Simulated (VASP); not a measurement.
# TeO (P4mm) in VASP: single point with PBE

Aim: the single point of TeO with PBE.

Program: VASP 6.6.1. These are calculated values, not measurements. Logs are shortened: lines on timing, memory, paths and dates and some standing lists are left out, and cuts for length are marked.

### Step 1. The cell of the first run

It takes space group P4mm (No. 99, tetragonal). Conventional cell: a = 3.544 Å, b = 3.544 Å, c = 6.859 Å, α = 90.00°, β = 90.00°, γ = 90.00°. Te (site symmetry 4mm) has 16 Te at 3.54 to 5.01 Å and 24 O at 3.67 to 5.38 Å within 5.4 Å. Te (site symmetry 4mm) has 4 O at 1.99 Å within 2.6 Å. O (site symmetry 2mm) has 2 Te at 1.99 Å and 4 O at 2.51 Å within 2.6 Å.

The cell was generated, and may not be a known phase.

### Step 2. Single point, PBE

Input file INCAR:

```
ALGO = Normal ; EDIFF = 1E-6
ENCUT = 600 ; GGA = PE
GGA_COMPAT = False ; ISIF = 2
ISMEAR = 0 ; LASPH = True
LCHARG = False ; LREAL = False
LWAVE = False ; NBANDS = 20
NELM = 120 ; PREC = Accurate
SIGMA = 0.2
```

Input file KPOINTS:

```
k-points
0
Gamma
  5 5 3
```

Input file POSCAR:

```
TeO
1.0
    3.5440149738      0.0000000000      0.0000000000
    0.0000000000      3.5440149738      0.0000000000
    0.0000000000      0.0000000000      6.8588931415
Te O
2 2
Direct
    0.0000000000      0.0000000000      1.0066028347
    0.5000000000      0.5000000000      0.4060968058
    0.5000000000      0.0000000000      0.5378620147
    0.0000000000      0.5000000000      0.5378620147
```

Potentials or basis: VASP PAW PBE potentials, release 64 (Te, O).

The run is started by

```bash
$ cat potpaw_PBE.64/Te/POTCAR potpaw_PBE.64/O/POTCAR > POTCAR
$ mpirun -np 1 vasp_std > vasp.out
```

OUTCAR:

```text
EDIFF = 1E-6
   ENCUT = 600
   GGA = PE
   ISIF = 2
   ISMEAR = 0
   LASPH = True
   LREAL = False
   NELM = 120
   PREC = Accurate

 ion  position               nearest neighbor table
   1  0.000  0.000  0.007-
   2  0.500  0.500  0.406-   3 1.99   4 1.99   3 1.99   4 1.99
   3  0.500  0.000  0.538-   2 1.99   2 1.99
   4  0.000  0.500  0.538-   2 1.99   2 1.99

  LATTYP: Found a simple tetragonal cell.
 ALAT       =     3.5440149738
 C/A-ratio  =     1.9353454182

  Lattice vectors:

 A1 = (   3.5440149738,   0.0000000000,   0.0000000000)
 A2 = (   0.0000000000,   3.5440149738,   0.0000000000)
 A3 = (   0.0000000000,   0.0000000000,   6.8588931415)

Analysis of symmetry for initial positions (statically):
=====================================================================
 Subroutine PRICEL returns:
 Original cell was already a primitive cell.

 Routine SETGRP: Setting up the symmetry group for a
 simple tetragonal supercell.

 Subroutine GETGRP returns: Found  8 space group operations
 (whereof  8 operations were pure point group operations)
 out of a pool of 16 trial point group operations.

The static configuration has the point symmetry C_4v.

Analysis of symmetry for dynamics (positions and initial velocities):
=====================================================================
 Subroutine PRICEL returns:
 Original cell was already a primitive cell.

 Routine SETGRP: Setting up the symmetry group for a
 simple tetragonal supercell.

 Subroutine GETGRP returns: Found  8 space group operations
 (whereof  8 operations were pure point group operations)
 out of a pool of 16 trial point group operations.

The dynamic configuration has the point symmetry C_4v.

 Subroutine INISYM returns: Found  8 space group operations
 (whereof  8 operations are pure point group operations),
 and found     1 'primitive' translations

----------------------------------------------------------------------------------------

                                     Primitive cell

  volume of cell :      86.1480

  direct lattice vectors                    reciprocal lattice vectors
     3.544014974  0.000000000  0.000000000     0.282165851  0.000000000  0.000000000
     0.000000000  3.544014974  0.000000000     0.000000000  0.282165851  0.000000000
[... 73 lines left out ...]
   LASPH  =      T    aspherical Exc in radial PAW
   ENCUT  =  600.0 eV  44.10 Ry    6.64 a.u.   7.08  7.08 13.70*2*pi/ulx,y,z
   NELM   =    120;   NELMIN=  2; NELMDL= -5     # of ELM steps
   EDIFF  = 0.1E-05   stopping-criterion for ELM
   LREAL  =      F    real-space projection
   EDIFFG = 0.1E-04   stopping-criterion for IOM
   NSW    =      0    number of steps for IOM
   IBRION =     -1    ionic relax: 0-MD 1-quasi-New 2-CG
   NFREE  =      0    steps in history (QN), initial steepest desc. (CG)
   ISIF   =      2    stress and relaxation
   ISYM   =      2    0-nonsym 1-usesym 2-fastsym
   POTIM  = 0.5000    time-step for ionic-motion
   TEBEG  =    0.0;   TEEND  =   0.0 temperature during run
   PSTRESS=    0.0 pullay stress
   NELECT =      24.0000    total number of electrons
   NUPDOWN=      -1.0000    fix difference up-down
   EMIN   =  10.00;   EMAX   =-10.00  energy-range for DOS
   EFERMI =   0.00;   METHOD = LEGACY
   ISMEAR =     0;   SIGMA  =   0.20  broadening in eV -4-tet -1-fermi 0-gaus
   EFERMI_NEDOS =   21; number of points for ismear=-14 and -15
   IALGO  =     38    algorithm
   IMIX   =      4    mixing-type and parameters
     AMIX     =   0.40;   BMIX     =  1.00
     AMIX_MAG =   1.60;   BMIX_MAG =  1.00
  volume/ion in A,a.u.               =      21.54       145.34
  Fermi-wavevector in a.u.,A,eV,Ry     =   1.069211  2.020516 15.554354  1.143213
  Thomas-Fermi vector in A             =   2.204884
   LORBIT       =      0    0 simple, 1 ext, 2 COOP (PROOUT), +10 PAW based schemes
   GGA     = PE    functional components
   LHFCALC =     F    Hartree Fock is set to
   AEXX    =    0.0000 exact exchange contribution
   IVDW    =     0    specifies the selected vdW correction
   LEPSILON=     F    determine dielectric tensor
   LRPA    =     F    only Hartree local field effects (RPA)
 non-spin polarized calculation
 Gauss-broadening in eV      SIGMA  =   0.20
  energy-cutoff  :      600.00
  volume of cell :       86.15
 maximum number of plane-waves:      2896
   NGX = 15   NGY = 15   NGZ = 27

 number of electron      24.0000009 magnetization

 Free energy of the ion-electron system (eV)
  ---------------------------------------------------
  ext. energy  EPLUGINS =         0.00000000
  ---------------------------------------------------
  free energy    TOTEN  =       -17.21068953 eV

  energy without entropy =      -17.12619398  energy(sigma->0) =      -17.16844176

 E-fermi :   4.2284     XC(G=0):  -9.2203

 val. band max:        4.2217729953   @ k =   0.2000   0.0000   0.3333
 cond. band min:       4.2569181613   @ k =   0.4000   0.4000   0.3333
 fundamental gap:      0.0351451660
 Fermi energy:         4.2284299065

 k-point     1 :       0.0000    0.0000    0.0000
  band No.  band energies     occupation
      1     -16.2643      2.00000
      2     -12.6209      2.00000
      3      -6.8480      2.00000
      4      -4.7346      2.00000
      5      -2.4919      2.00000
      6      -2.4919      2.00000
[... 265 lines left out ...]
     19      13.3511      0.00000
     20      13.4770      0.00000

------------------------ aborting loop because EDIFF is reached ----------------------------------------

  FORCE on cell =-STRESS in cart. coord.  units (eV):
  Direction    XX          YY          ZZ          XY          YZ          ZX
  --------------------------------------------------------------------------------------
  -------------------------------------------------------------------------------------
  Total       -0.1819777     -0.1819777      0.3503255      0.0000000      0.0000000     -0.0000000
  in kB       -3.3844151     -3.3844151      6.5153420      0.0000000      0.0000000     -0.0000000
  external PRESSURE =      -0.0844960 kB  Pullay stress =       0.0000000 kB

 VOLUME and BASIS-vectors are now :
 -----------------------------------------------------------------------------
  energy-cutoff  :      600.00
  volume of cell :       86.15
      direct lattice vectors                 reciprocal lattice vectors
     3.544014974  0.000000000  0.000000000     0.282165851  0.000000000  0.000000000
     0.000000000  3.544014974  0.000000000     0.000000000  0.282165851  0.000000000
     0.000000000  0.000000000  6.858893142     0.000000000  0.000000000  0.145796119

 POSITION                                       TOTAL-FORCE (eV/Angst)
 -----------------------------------------------------------------------------------
      0.00000      0.00000      0.04529         0.000000      0.000000      0.022712
      1.77201      1.77201      2.78537         0.000000     -0.000000      0.042065
      1.77201      0.00000      3.68914         0.000000      0.000000     -0.032389
      0.00000      1.77201      3.68914         0.000000      0.000000     -0.032389
 -----------------------------------------------------------------------------------
    total drift:                                0.000000     -0.000000     -0.000927

  FREE ENERGIE OF THE ION-ELECTRON SYSTEM (eV)
  ---------------------------------------------------
  free  energy   TOTEN  =       -17.2106895299 eV

  energy  without entropy=      -17.1261939841  energy(sigma->0) =      -17.16844176
```

stdout:

```text
POSCAR found type information on POSCAR TeO
 POSCAR found :  2 types and       4 ions
 scaLAPACK will be used
 LDA part: xc-table for (Slater+PW92), standard interpolation
 POSCAR, INCAR and KPOINTS ok, starting setup
 FFT: planning ... GRIDC
 FFT: planning ... GRID_SOFT
 FFT: planning ... GRID
 WAVECAR not read
 entering main loop
```

It took 12 s on 1 thread of Intel Xeon 6975P-C (Granite Rapids), shared host; peak memory 0.2 GiB.

What came out:

```yaml
Free_energy: -17.2107 eV
Pressure: 0.0 GPa
Largest_force: 0.042 eV/Å
Band_gap_on_the_k_mesh: zero (bands 12 and 13 overlap by 1.33 eV)
```

Forces on the atoms (eV/Å):
```
Te   0.000  0.000  0.023
Te   0.000  0.000  0.042
O    0.000  0.000 -0.032
O    0.000  0.000 -0.032
```

Stress tensor (GPa, compression positive):
```
-0.34  0.00  0.00
 0.00 -0.34  0.00
 0.00  0.00  0.65
```

Caveat: spin-orbit coupling is left out, which moves the levels of the heavy elements; this functional lacks dispersion, which binds layers or chains, so the pressure and a relaxed spacing across them are unreliable.

The gap in the log of VASP goes by the Fermi energy; the results here count the filled bands.